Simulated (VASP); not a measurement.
# LaFeGe (P-6m2) in VASP: a series of runs, part 2 of 2

VASP 6.6.1.

## 3. Single point, PBE, collinear spin, ferromagnetic start

This run uses another cell than the first one, of 22.16 Å³/atom.

The input, INCAR:

```
SYSTEM = LaFeGe
PREC = Accurate
ENCUT = 520
EDIFF = 1E-6
ISMEAR = -1
SIGMA = 0.05
LREAL = .False.
LASPH = .True.
NELM = 150
ALGO = Normal
ISIF = 2
LWAVE = .False.
LCHARG = .True.
ISPIN = 2
MAGMOM = 0 0 3
LORBIT = 11
LMAXMIX = 6
GGA = PE
LELF = .True.
LVHAR = .True.
NBANDS = 28
```

The input, KPOINTS:

```
regular mesh
0
Gamma
  7 7 6
  0 0 0
```

The input, POSCAR:

```
LaFeGe
1.0
    4.2318077991      0.0000000000      0.0000000000
   -2.1159038996      3.6648530580      0.0000000000
    0.0000000000      0.0000000000      4.2857840000
La Ge Fe
1 1 1
Direct
    0.0000000000      0.0000000000      0.0000000000
    0.6666666667      0.3333333333      0.5000000000
    0.3333333333      0.6666666667      0.5000000000
```

Potentials or basis: VASP PAW PBE potentials, release 64 (La, Ge_d, Fe).

Command:

```
$ cat potpaw_PBE.64/La/POTCAR potpaw_PBE.64/Ge_d/POTCAR potpaw_PBE.64/Fe/POTCAR > POTCAR
$ mpirun -np 1 vasp_std > vasp.out
```

OUTCAR:

```text
SYSTEM = LaFeGe
   PREC = Accurate
   ENCUT = 520
   EDIFF = 1E-6
   ISMEAR = -1
   LREAL = .False.
   LASPH = .True.
   NELM = 150
   ISIF = 2
   ISPIN = 2
   LORBIT = 11
   GGA = PE

 ion  position               nearest neighbor table
   1  0.000  0.000  0.000-   2 3.25   3 3.25   2 3.25   3 3.25   2 3.25   2 3.25   3 3.25   3 3.25
                             2 3.25   2 3.25   3 3.25   3 3.25
   2  0.667  0.333  0.500-   3 2.44   3 2.44   3 2.44   1 3.25   1 3.25   1 3.25   1 3.25   1 3.25
                             1 3.25
   3  0.333  0.667  0.500-   2 2.44   2 2.44   2 2.44   1 3.25   1 3.25   1 3.25   1 3.25   1 3.25
                             1 3.25

  LATTYP: Found a hexagonal cell.
 ALAT       =     4.2318077991
 C/A-ratio  =     1.0127548801

[... 1715 lines left out ...]
    -2.115903900  3.664853058  0.000000000     0.000000000  0.272862236  0.000000000
     0.000000000  0.000000000  4.285784000     0.000000000  0.000000000  0.233329538

 POSITION                                       TOTAL-FORCE (eV/Angst)
 -----------------------------------------------------------------------------------
      0.00000      0.00000      0.00000        -0.000000     -0.000000      0.000000
      2.11590      1.22162      2.14289         0.000000     -0.000000      0.000000
     -0.00000      2.44324      2.14289         0.000000      0.000000      0.000000
 -----------------------------------------------------------------------------------
    total drift:                               -0.000002      0.000001      0.000000

  FREE ENERGIE OF THE ION-ELECTRON SYSTEM (eV)
  ---------------------------------------------------
  free  energy   TOTEN  =       -18.7657645299 eV

  energy  without entropy=      -18.7258555369  energy(sigma->0) =      -18.74581003

 total charge

# of ion       s       p       d       f       tot
--------------------------------------------------
    1        2.026   5.641   0.713   0.135   8.515
    2        1.131   1.306  10.016   0.000  12.453
    3        0.453   0.350   6.275   0.000   7.078
--------------------------------------------------
tot          3.609   7.296  17.004   0.135  28.045

 magnetization (x)

# of ion       s       p       d       f       tot
--------------------------------------------------
    1       -0.004   0.002  -0.054  -0.005  -0.060
    2       -0.000  -0.007   0.002   0.000  -0.006
    3        0.028   0.033   2.118   0.000   2.179
--------------------------------------------------
tot          0.024   0.027   2.066  -0.005   2.113
```

stdout:

```text
POSCAR found type information on POSCAR LaGeFe
 POSCAR found :  3 types and       3 ions
 scaLAPACK will be used
 LDA part: xc-table for (Slater+PW92), standard interpolation
 POSCAR, INCAR and KPOINTS ok, starting setup
 FFT: planning ... GRIDC
 FFT: planning ... GRID_SOFT
 FFT: planning ... GRID
 WAVECAR not read
 entering main loop
```

Wall time 2.4 min (1 thread of Intel Xeon Platinum 8259CL at 2.50GHz (Skylake/Cascade Lake), shared host); peak memory 0.28 GiB.

What came out:

```yaml
Free_energy: -18.7658 eV
Pressure: -0.4 GPa
Net_moment: 2.10 μB per cell
Site_moments: La -0.06; Ge -0.01; Fe +2.18 μB
Valence_electrons_inside_the_program's_atomic_spheres: La 8.52; Ge 12.45; Fe 7.08
```

Levels at points of the mesh, in eV from the Fermi level:
Spin up:
```csv
k point,band 15,band 16,band 17,band 18,band 19,band 20
"(0.00, 0.00, 0.00)",-1.80,0.08,0.35,0.35,0.47,1.83
"(0.00, 0.00, 0.50)",-1.95,-1.61,1.41,1.41,1.90,2.17
```
Spin down:
```csv
k point,band 13,band 14,band 15,band 16,band 17,band 18
"(0.00, 0.00, 0.00)",-1.67,-0.18,-0.18,0.18,0.92,0.96
"(0.00, 0.00, 0.50)",-2.13,-0.60,-0.60,0.46,1.71,1.71
```

Caveat: spin-orbit coupling is left out, which moves the levels of the heavy elements.

## 4. Single point, PBE, collinear spin, ferromagnetic start

This run uses another cell than the first one, of 22.60 Å³/atom.

The input, INCAR:

```
PREC = Accurate
ENCUT = 520
EDIFF = 1E-6
ISMEAR = -1
SIGMA = 0.05
LREAL = False
LASPH = True
NELM = 150
ALGO = Normal
ISIF = 2
LWAVE = False
LCHARG = False
ISPIN = 2
MAGMOM = 0 0 3
LORBIT = 11
LMAXMIX = 6
GGA = PE
NBANDS = 28
```

The input, KPOINTS:

```
regular mesh
0
Gamma
  7 7 6
```

The input, POSCAR:

```
LaFeGe
1.0
    4.2598338331      0.0000000000      0.0000000000
   -2.1299169166      3.6891243154      0.0000000000
    0.0000000000      0.0000000000      4.3141675027
La Ge Fe
1 1 1
Direct
    0.0000000000      0.0000000000      0.0000000000
    0.6666666667      0.3333333333      0.5000000000
    0.3333333333      0.6666666667      0.5000000000
```

Command:

```
$ cat potpaw_PBE.64/La/POTCAR potpaw_PBE.64/Ge_d/POTCAR potpaw_PBE.64/Fe/POTCAR > POTCAR
$ mpirun -np 1 vasp_std > vasp.out
```

Wall time 2 min (1 thread of Intel Xeon Platinum 8259CL at 2.50GHz (Skylake/Cascade Lake), shared host); peak memory 0.28 GiB.

Results (log left out):

| Property | Result |
| --- | --- |
| Free energy | -18.7573 eV |
| Pressure | -1.6 GPa |
| Net moment | 2.23 μB per cell |
| Site moments | La -0.06; Ge +0.00; Fe +2.29 μB |
| Valence electrons inside the program's atomic spheres | La 8.50; Ge 12.44; Fe 7.04 |

Levels at points of the mesh, in eV from the Fermi level:
Spin up:
```csv
k point,band 15,band 16,band 17,band 18,band 19,band 20,band 21,band 22
"(0.00, 0.00, 0.00)",-1.86,0.06,0.32,0.32,0.46,1.75,2.34,2.34
"(0.00, 0.00, 0.50)",-1.99,-1.70,1.36,1.36,1.86,2.10,2.10,2.28
```
Spin down:
| k point | band 13 | band 14 | band 15 | band 16 | band 17 | band 18 |
| --- | --- | --- | --- | --- | --- | --- |
| (0.00, 0.00, 0.00) | -1.62 | -0.16 | -0.16 | 0.17 | 0.91 | 0.96 |
| (0.00, 0.00, 0.50) | -2.06 | -0.57 | -0.57 | 0.48 | 1.68 | 1.68 |

Caveat: spin-orbit coupling is left out, which moves the levels of the heavy elements.

## 5. The runs side by side

| cell | gap on the mesh (eV) | pressure (GPa) | moment (μB) |
| --- | --- | --- | --- |
| a = 4.203, b = 4.203, c = 4.257 Å, angles 90.0, 90.0, 120.0°, 3 atoms | none | 1.0 | 1.97 |
| a = 4.232, b = 4.232, c = 4.286 Å, angles 90.0, 90.0, 120.0°, 3 atoms | none | -0.4 | 2.10 |
| a = 4.260, b = 4.260, c = 4.314 Å, angles 90.0, 90.0, 120.0°, 3 atoms | none | -1.6 | 2.23 |

Alike in all rows: task single point; level PBE; potentials or basis VASP PAW PBE potentials, release 64 (La, Ge_d, Fe); spin collinear, ferromagnetic start; k mesh 7 × 7 × 6; cutoff (eV) 520; smearing fermi-dirac 0.05 eV.

Caveats: spin-orbit coupling is left out, which moves the levels of the heavy elements.

Absolute energies hang on the potentials; compare differences alone.
